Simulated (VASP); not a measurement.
# Sn (Fddd) in VASP: further runs

Runs on Sn. Level: PBE. Tasks: single point.

Everything below comes from runs of VASP 6.6.1. Logs are shortened: lines on timing, memory, paths and dates and some standing lists are left out, and cuts for length are marked.

## (1) The cell of the first run

It takes space group Fddd (No. 70, orthorhombic). Conventional cell: a = 6.394 Å, b = 6.491 Å, c = 6.589 Å, α = 90.00°, β = 90.00°, γ = 90.00°. Within 3.7 Å of Sn (site symmetry 222) lie 4 Sn at 2.81 Å.

## (2) Single point, PBE (strain +0.0150 x Voigt [1, -1, 0, 0, 0, 0])

Input file INCAR:

```
SYSTEM = Sn
PREC = Accurate
ENCUT = 520
EDIFF = 1E-6
ISMEAR = 0
SIGMA = 0.15
LREAL = .FALSE.
LASPH = .TRUE.
NELM = 80
ALGO = Fast
ISIF = 2
LWAVE = .FALSE.
LCHARG = .TRUE.
GGA = PE
LELF = .TRUE.
LVHAR = .TRUE.
NBANDS = 21
```

Input file KPOINTS:

```
Automatic mesh
0
G
  12 12 12
  0 0 0
```

Input file POSCAR:

```
Sn
1.0
    0.0000000000      3.1969160000      3.2456000000
    3.2942840000      0.0000000000      3.2456000000
    3.2942840000      3.1969160000      0.0000000000
Sn
2
Direct
    0.5000000000      0.5000000000      0.5000000000
    0.7500000000      0.7500000000      0.7500000000
```

Potentials or basis: VASP PAW PBE potentials, release 64 (Sn_d).

The run is started by

```bash
$ cat potpaw_PBE.64/Sn_d/POTCAR > POTCAR
$ mpirun -np 1 vasp_std > vasp.out
```

OUTCAR:

```text
SYSTEM = Sn
   PREC = Accurate
   ENCUT = 520
   EDIFF = 1E-6
   ISMEAR = 0
   LREAL = .FALSE.
   LASPH = .TRUE.
   NELM = 80
   ISIF = 2
   GGA = PE

 ion  position               nearest neighbor table
   1  0.500  0.500  0.500-   2 2.81   2 2.81   2 2.81   2 2.81
   2  0.750  0.750  0.750-   1 2.81   1 2.81   1 2.81   1 2.81

  LATTYP: Found a face centered orthorhombic cell.
 ALAT       =     6.3938320000
 B/A-ratio  =     1.0152284264
 C/A-ratio  =     1.0304568528

  Lattice vectors:

 A1 = (  -3.2942840000,   0.0000000000,  -3.2456000000)
 A2 = (  -3.2942840000,   3.1969160000,   0.0000000000)
 A3 = (   0.0000000000,   3.1969160000,  -3.2456000000)

Analysis of symmetry for initial positions (statically):
=====================================================================
 Subroutine PRICEL returns:
 Original cell was already a primitive cell.

 Routine SETGRP: Setting up the symmetry group for a
 face centered orthorhombic supercell.

 Subroutine GETGRP returns: Found  8 space group operations
 (whereof  4 operations were pure point group operations)
 out of a pool of  8 trial point group operations.

The static configuration has the point symmetry D_2 .
 The point group associated with its full space group is D_2h.

Analysis of symmetry for dynamics (positions and initial velocities):
=====================================================================
 Subroutine PRICEL returns:
 Original cell was already a primitive cell.

 Routine SETGRP: Setting up the symmetry group for a
 face centered orthorhombic supercell.

 Subroutine GETGRP returns: Found  8 space group operations
 (whereof  4 operations were pure point group operations)
 out of a pool of  8 trial point group operations.

The dynamic configuration has the point symmetry D_2 .
 The point group associated with its full space group is D_2h.

 Subroutine INISYM returns: Found  8 space group operations
 (whereof  4 operations are pure point group operations),
 and found     1 'primitive' translations

----------------------------------------------------------------------------------------

                                     Primitive cell

  volume of cell :      68.3624

  direct lattice vectors                    reciprocal lattice vectors
     0.000000000  3.196916000  3.245600000    -0.151778049  0.156400731  0.154054720
     3.294284000  0.000000000  3.245600000     0.151778049 -0.156400731  0.154054720
     3.294284000  3.196916000  0.000000000     0.151778049  0.156400731 -0.154054720

  length of vectors
     4.555676818  4.624524455  4.590487881     0.266890655  0.266890655  0.266890655

  position of ions in fractional coordinates (direct lattice)
     0.500000000  0.500000000  0.500000000
     0.750000000  0.750000000  0.750000000

  ion indices of the primitive-cell ions
   primitive index   ion index
                 1           1
                 2           2

----------------------------------------------------------------------------------------

 KPOINTS: Automatic mesh

Automatic generation of k-mesh.
 Grid dimensions read from file:
 generate k-points for:   12   12   12

 Generating k-lattice:

  Cartesian coordinates                     Fractional coordinates (reciprocal lattice)
    -0.012648171  0.013033394  0.012837893     0.083333333 -0.000000000 -0.000000000
     0.012648171 -0.013033394  0.012837893     0.000000000  0.083333333  0.000000000
     0.012648171  0.013033394 -0.012837893     0.000000000  0.000000000  0.083333333

  Length of vectors
     0.022240888  0.022240888  0.022240888

  Shift w.r.t. Gamma in fractional coordinates (k-lattice)
     0.000000000  0.000000000  0.000000000

 Subroutine IBZKPT returns following result:
 ===========================================

 Found    280 irreducible k-points:

 Following reciprocal coordinates:
            Coordinates               Weight
  0.000000  0.000000  0.000000      1.000000
  0.083333  0.000000  0.000000      8.000000
  0.166667  0.000000  0.000000      8.000000
  0.250000  0.000000 -0.000000      8.000000
  0.333333  0.000000 -0.000000      8.000000
  0.416667  0.000000 -0.000000      8.000000
[... 16 lines left out ...]
  0.500000  0.166667 -0.000000      8.000000
 -0.416667  0.166667  0.000000      8.000000
 [... further k-points ...]
   k-points           NKPTS =    280   k-points in BZ     NKDIM =    280   number of bands    NBANDS=     21
   number of dos      NEDOS =    301   number of ions     NIONS =      2
   total plane-waves  NPLWV =  46656
   dimension x,y,z NGX =    36 NGY =   36 NGZ =   36
   dimension x,y,z NGXF=    72 NGYF=   72 NGZF=   72
   ions per type =               2
   NGX,Y,Z   is equivalent  to a cutoff of  13.14, 12.94, 13.04 a.u.
   NGXF,Y,Z  is equivalent  to a cutoff of  26.27, 25.88, 26.08 a.u.
 SYSTEM =  Sn
   PREC   = accura    normal or accurate (medium, high low for compatibility)
   ISTART =      0    job   : 0-new  1-cont  2-samecut
   ICHARG =      2    charge: 1-file 2-atom 10-const
   ISPIN  =      1    spin polarized calculation?
   LNONCOLLINEAR =      F non collinear calculations
   LSORBIT =      F    spin-orbit coupling
   LASPH  =      T    aspherical Exc in radial PAW
   ENCUT  =  520.0 eV  38.22 Ry    6.18 a.u.   8.47  8.60  8.54*2*pi/ulx,y,z
   NELM   =     80;   NELMIN=  2; NELMDL= -5     # of ELM steps
   EDIFF  = 0.1E-05   stopping-criterion for ELM
   LREAL  =      F    real-space projection
   EDIFFG = 0.1E-04   stopping-criterion for IOM
   NSW    =      0    number of steps for IOM
   IBRION =     -1    ionic relax: 0-MD 1-quasi-New 2-CG
   NFREE  =      0    steps in history (QN), initial steepest desc. (CG)
   ISIF   =      2    stress and relaxation
   ISYM   =      2    0-nonsym 1-usesym 2-fastsym
   POTIM  = 0.5000    time-step for ionic-motion
   TEBEG  =    0.0;   TEEND  =   0.0 temperature during run
   PSTRESS=    0.0 pullay stress
   NELECT =      28.0000    total number of electrons
   NUPDOWN=      -1.0000    fix difference up-down
   EMIN   =  10.00;   EMAX   =-10.00  energy-range for DOS
   EFERMI =   0.00;   METHOD = LEGACY
   ISMEAR =     0;   SIGMA  =   0.15  broadening in eV -4-tet -1-fermi 0-gaus
   EFERMI_NEDOS =   21; number of points for ismear=-14 and -15
   IALGO  =     68    algorithm
   IMIX   =      4    mixing-type and parameters
     AMIX     =   0.40;   BMIX     =  1.00
     AMIX_MAG =   1.60;   BMIX_MAG =  1.00
  volume/ion in A,a.u.               =      34.18       230.67
  Fermi-wavevector in a.u.,A,eV,Ry     =   1.215780  2.297492 20.111066  1.478122
  Thomas-Fermi vector in A             =   2.351156
   LORBIT       =      0    0 simple, 1 ext, 2 COOP (PROOUT), +10 PAW based schemes
   GGA     = PE    functional components
   LHFCALC =     F    Hartree Fock is set to
   AEXX    =    0.0000 exact exchange contribution
   IVDW    =     0    specifies the selected vdW correction
   LEPSILON=     F    determine dielectric tensor
   LRPA    =     F    only Hartree local field effects (RPA)
 non-spin polarized calculation
 RMM-DIIS sequential band-by-band and
 Gauss-broadening in eV      SIGMA  =   0.15
  energy-cutoff  :      520.00
  volume of cell :       68.36
 maximum number of plane-waves:      1870
 NGX is ok and might be reduce to    36
   NGX = 17   NGY = 17   NGZ = 17

 number of electron      27.9999995 magnetization

 Free energy of the ion-electron system (eV)
  ---------------------------------------------------
  ext. energy  EPLUGINS =         0.00000000
  ---------------------------------------------------
  free energy    TOTEN  =        -7.64141123 eV

  energy without entropy =       -7.63958013  energy(sigma->0) =       -7.64049568

 E-fermi :   5.6643     XC(G=0):  -8.8746

 val. band max:        5.6635794896   @ k =   0.4167   0.0000  -0.0000
 cond. band min:       5.7240808348   @ k =   0.0000   0.0000   0.0000
 fundamental gap:      0.0605013452
 Fermi energy:         5.6643055316

 k-point     1 :       0.0000    0.0000    0.0000
  band No.  band energies     occupation
      1     -16.0535      2.00000
      2     -16.0474      2.00000
      3     -16.0418      2.00000
      4     -15.9898      2.00000
      5     -15.9862      2.00000
      6     -15.6890      2.00000
[... 13 lines left out ...]
     20      13.3795      0.00000
     21      13.7747      0.00000

 k-point     2 :       0.0833    0.0000    0.0000
  band No.  band energies     occupation
      1     -16.0573      2.00000
      2     -16.0510      2.00000
      3     -16.0440      2.00000
      4     -15.9819      2.00000
      5     -15.9789      2.00000
      6     -15.6974      2.00000
[... 13 lines left out ...]
     20      12.8262      0.00000
     21      13.1250      0.00000

 k-point     3 :       0.1667    0.0000    0.0000
  band No.  band energies     occupation
      1     -16.0674      2.00000
      2     -16.0604      2.00000
      3     -16.0411      2.00000
      4     -15.9654      2.00000
      5     -15.9633      2.00000
      6     -15.7130      2.00000
[... 13 lines left out ...]
     20      12.4377      0.00000
     21      12.6491      0.00000

 k-point     4 :       0.2500    0.0000   -0.0000
  band No.  band energies     occupation
      1     -16.0772      2.00000
      2     -16.0690      2.00000
      3     -16.0350      2.00000
      4     -15.9490      2.00000
      5     -15.9476      2.00000
      6     -15.7273      2.00000
[... 13 lines left out ...]
     20      12.4805      0.00000
     21      12.5786      0.00000

 k-point     5 :       0.3333    0.0000   -0.0000
  band No.  band energies     occupation
      1     -16.0841      2.00000
      2     -16.0746      2.00000
      3     -16.0284      2.00000
      4     -15.9367      2.00000
      5     -15.9357      2.00000
      6     -15.7373      2.00000
[... 13 lines left out ...]
     20      12.9625      0.00000
     21      12.9934      0.00000

 k-point     6 :       0.4167    0.0000   -0.0000
  band No.  band energies     occupation
      1     -16.0879      2.00000
      2     -16.0774      2.00000
      3     -16.0233      2.00000
      4     -15.9298      2.00000
      5     -15.9290      2.00000
      6     -15.7427      2.00000
[... 13 lines left out ...]
     20      13.7306      0.00000
     21      13.8552      0.00000

 k-point     7 :       0.5000    0.0000   -0.0000
  band No.  band energies     occupation
      1     -16.0891      2.00000
      2     -16.0783      2.00000
      3     -16.0214      2.00000
      4     -15.9277      2.00000
      5     -15.9269      2.00000
      6     -15.7443      2.00000
[... 13 lines left out ...]
     20      14.3805      0.00000
     21      14.5479      0.00000
[... 291 lines left out ...]
      1     -16.0781      2.00000
      2     -16.0671      2.00000
      3     -16.0462      2.00000
      4     -15.9530      2.00000
      5     -15.9168      2.00000
      6     -15.7798      2.00000
[... 13 lines left out ...]
     20      12.9519      0.00000
     21      13.7660      0.00000

 k-point    21 :       0.3333    0.1667   -0.0000
  band No.  band energies     occupation
      1     -16.0911      2.00000
      2     -16.0759      2.00000
      3     -16.0296      2.00000
      4     -15.9372      2.00000
      5     -15.9008      2.00000
      6     -15.7948      2.00000
[... 13 lines left out ...]
     20      13.3279      0.00000
     21      13.9828      0.00000

 k-point    22 :       0.4167    0.1667   -0.0000
  band No.  band energies     occupation
      1     -16.1014      2.00000
      2     -16.0829      2.00000
      3     -16.0112      2.00000
      4     -15.9221      2.00000
      5     -15.8938      2.00000
      6     -15.7989      2.00000
[... 13 lines left out ...]
     20      13.9063      0.00000
     21      14.5622      0.00000

 k-point    23 :       0.5000    0.1667   -0.0000
  band No.  band energies     occupation
      1     -16.1072      2.00000
      2     -16.0880      2.00000
      3     -15.9960      2.00000
      4     -15.9096      2.00000
      5     -15.8977      2.00000
      6     -15.7909      2.00000
[... 13 lines left out ...]
     20      14.2504      0.00000
     21      14.6419      0.00000

 k-point    24 :      -0.4167    0.1667    0.0000
  band No.  band energies     occupation
      1     -16.1076      2.00000
      2     -16.0911      2.00000
      3     -15.9886      2.00000
      4     -15.9111      2.00000
      5     -15.8997      2.00000
      6     -15.7774      2.00000
[... 13 lines left out ...]
     20      13.5102      0.00000
     21      13.7076      0.00000

 [... further k-points ...]
[... 5 lines left out ...]
  --------------------------------------------------------------------------------------
  -------------------------------------------------------------------------------------
  Total        1.1560926      1.5250867      1.3532805      0.0000000      0.0000000      0.0000000
  in kB       27.0947994     35.7427416     31.7162008      0.0000000      0.0000000      0.0000000
  external PRESSURE =      31.5179140 kB  Pullay stress =       0.0000000 kB

 VOLUME and BASIS-vectors are now :
 -----------------------------------------------------------------------------
  energy-cutoff  :      520.00
  volume of cell :       68.36
      direct lattice vectors                 reciprocal lattice vectors
     0.000000000  3.196916000  3.245600000    -0.151778049  0.156400731  0.154054720
     3.294284000  0.000000000  3.245600000     0.151778049 -0.156400731  0.154054720
     3.294284000  3.196916000  0.000000000     0.151778049  0.156400731 -0.154054720

 POSITION                                       TOTAL-FORCE (eV/Angst)
 -----------------------------------------------------------------------------------
      3.29428      3.19692      3.24560         0.000000     -0.000000      0.000000
      4.94143      4.79537      4.86840        -0.000000      0.000000      0.000000
 -----------------------------------------------------------------------------------
    total drift:                                0.000000      0.000000      0.000000

  FREE ENERGIE OF THE ION-ELECTRON SYSTEM (eV)
  ---------------------------------------------------
  free  energy   TOTEN  =        -7.6414112291 eV

  energy  without entropy=       -7.6395801305  energy(sigma->0) =       -7.64049568
```

It took 3 min on 1 thread of Intel Xeon 6975P-C (Granite Rapids), shared host; peak memory 0.43 GiB.

What came out:

- Free energy: -7.6414 eV
- Pressure: 3.2 GPa
- Band gap on the k mesh: zero (bands 14 and 15 overlap by 0.10 eV)

Caveat: the cell differs from its parent crystal (strain +0.0150 x Voigt [1, -1, 0, 0, 0, 0]); the cell stands under pressure; spin-orbit coupling is left out, which moves the levels of the heavy elements.

## (3) Single point, PBE (strain -0.0100 x Voigt [1, -1, 0, 0, 0, 0])

Input file INCAR:

```
SYSTEM = Sn
  PREC = Accurate
  ENCUT = 520
  EDIFF = 1E-6
  ISMEAR = 0
  SIGMA = 0.15
  LREAL = .False.
  LASPH = .True.
  NELM = 80
  ALGO = Fast
  ISIF = 2
  LWAVE = .False.
  LCHARG = .False.
  GGA = PE
  NBANDS = 21
```

Input file KPOINTS:

```
Automatic mesh
0
Gamma
  12 12 12
  0 0 0
```

Input file POSCAR:

```
Sn
1.0
    0.0000000000      3.2780560000      3.2456000000
    3.2131440000      0.0000000000      3.2456000000
    3.2131440000      3.2780560000      0.0000000000
Sn
2
Direct
    0.5000000000      0.5000000000      0.5000000000
    0.7500000000      0.7500000000      0.7500000000
```

Potentials or basis: VASP PAW PBE potentials, release 64 (Sn_d).

The run is started by

```bash
$ cat potpaw_PBE.64/Sn_d/POTCAR > POTCAR
$ mpirun -np 1 vasp_std > vasp.out
```

Run time: 3 min. Hardware: 1 thread of Intel Xeon 6975P-C (Granite Rapids), shared host; peak memory 0.43 GiB.

The run converged. Its results:

* Free energy: -7.6431 eV
* Pressure: 3.1 GPa
* Band gap on the k mesh: zero (bands 14 and 15 overlap by 0.10 eV)

Stress tensor (GPa, compression positive):
```
3.43 0.00 0.00
0.00 2.85 0.00
0.00 0.00 3.15
```

Levels at points of the mesh, in eV from the Fermi level:
| k point | band 10 | band 11 | band 12 | band 13 | band 14 | band 15 | band 16 | band 17 | band 18 | band 19 |
| --- | --- | --- | --- | --- | --- | --- | --- | --- | --- | --- |
| (0.00, 0.00, 0.00) | -21.33 | -10.63 | -0.67 | -0.01 | 0.06 | 0.12 | 2.09 | 2.13 | 2.17 | 4.99 |
| (0.50, 0.00, 0.00) | -21.28 | -9.01 | -6.32 | -1.21 | -1.08 | -0.04 | 3.17 | 3.25 | 5.62 | 8.45 |
| (0.50, 0.50, 0.00) | -21.27 | -7.54 | -7.54 | -2.49 | -2.49 | 0.80 | 0.80 | 7.68 | 7.68 | 9.25 |
| (0.50, 0.00, 0.50) | -21.26 | -7.57 | -7.57 | -2.43 | -2.43 | 0.86 | 0.86 | 7.68 | 7.68 | 9.24 |
| (0.00, 0.50, 0.50) | -21.27 | -7.50 | -7.50 | -2.54 | -2.54 | 0.73 | 0.73 | 7.70 | 7.70 | 9.30 |

Caveat: the cell differs from its parent crystal (strain -0.0100 x Voigt [1, -1, 0, 0, 0, 0]); the cell stands under pressure; spin-orbit coupling is left out, which moves the levels of the heavy elements.

## (4) Single point, PBE (strain +0.0050 x Voigt [1, -1, 0, 0, 0, 0])

Input file INCAR:

```
  ALGO = Fast
  EDIFF = 1E-6
  ENCUT = 520
  GGA = PE
  ISIF = 2
  ISMEAR = 0
  LASPH = T
  LCHARG = F
  LREAL = F
  LWAVE = F
  NBANDS = 21
  NELM = 60
  PREC = Accurate
  SIGMA = 0.15
```

Input file KPOINTS:

```
k-points
0
Gamma
  12 12 12
```

Input file POSCAR:

```
Sn
1.0
    0.0000000000      3.2293720000      3.2456000000
    3.2618280000      0.0000000000      3.2456000000
    3.2618280000      3.2293720000      0.0000000000
Sn
2
Direct
    0.5000000000      0.5000000000      0.5000000000
    0.7500000000      0.7500000000      0.7500000000
```

The run is started by

```bash
$ cat potpaw_PBE.64/Sn_d/POTCAR > POTCAR
$ mpirun -np 1 vasp_std > vasp.out
```

Wall time 2.9 min (1 thread of Intel Xeon 6975P-C (Granite Rapids), shared host); peak memory 0.43 GiB.

Results (log left out):

* Free energy: -7.6441 eV
* Pressure: 3.1 GPa
* Band gap on the k mesh: zero (bands 14 and 15 overlap by 0.10 eV)

Stress tensor (GPa, compression positive):
```
2.99 0.00 0.00
0.00 3.28 0.00
0.00 0.00 3.14
```

Levels at points of the mesh, in eV from the Fermi level:
| k point | band 10 | band 11 | band 12 | band 13 | band 14 | band 15 | band 16 | band 17 | band 18 | band 19 |
| --- | --- | --- | --- | --- | --- | --- | --- | --- | --- | --- |
| (0.00, 0.00, 0.00) | -21.33 | -10.63 | -0.67 | 0.03 | 0.06 | 0.09 | 2.11 | 2.13 | 2.15 | 4.99 |
| (0.50, 0.00, 0.00) | -21.28 | -9.00 | -6.32 | -1.17 | -1.11 | -0.04 | 3.19 | 3.23 | 5.62 | 8.49 |
| (0.50, 0.50, 0.00) | -21.27 | -7.53 | -7.53 | -2.49 | -2.49 | 0.80 | 0.80 | 7.69 | 7.69 | 9.28 |
| (0.50, 0.00, 0.50) | -21.27 | -7.52 | -7.52 | -2.51 | -2.51 | 0.77 | 0.77 | 7.70 | 7.70 | 9.30 |
| (0.00, 0.50, 0.50) | -21.26 | -7.55 | -7.55 | -2.46 | -2.46 | 0.83 | 0.83 | 7.69 | 7.69 | 9.27 |

Caveat: the cell differs from its parent crystal (strain +0.0050 x Voigt [1, -1, 0, 0, 0, 0]); the cell stands under pressure; spin-orbit coupling is left out, which moves the levels of the heavy elements.

## (5) The runs side by side

| cell | gap on the mesh (eV) | pressure (GPa) |
| --- | --- | --- |
| a = 4.556, b = 4.625, c = 4.590 Å, angles 59.3, 60.7, 60.0°, 2 atoms | none | 3.2 |
| a = 4.613, b = 4.567, c = 4.590 Å, angles 60.5, 59.5, 60.0°, 2 atoms | none | 3.1 |
| a = 4.579, b = 4.601, c = 4.590 Å, angles 59.8, 60.2, 60.0°, 2 atoms | none | 3.1 |

Alike in all rows: task single point; level PBE; potentials or basis VASP PAW PBE potentials, release 64 (Sn_d); no spin polarisation; k mesh 12 × 12 × 12; cutoff (eV) 520; smearing gaussian 0.15 eV.

Caveats: the cell stands under pressure; spin-orbit coupling is left out, which moves the levels of the heavy elements.

Absolute energies hang on the potentials; compare differences alone.

The gap in the log of VASP goes by the Fermi energy; the results here count the filled bands.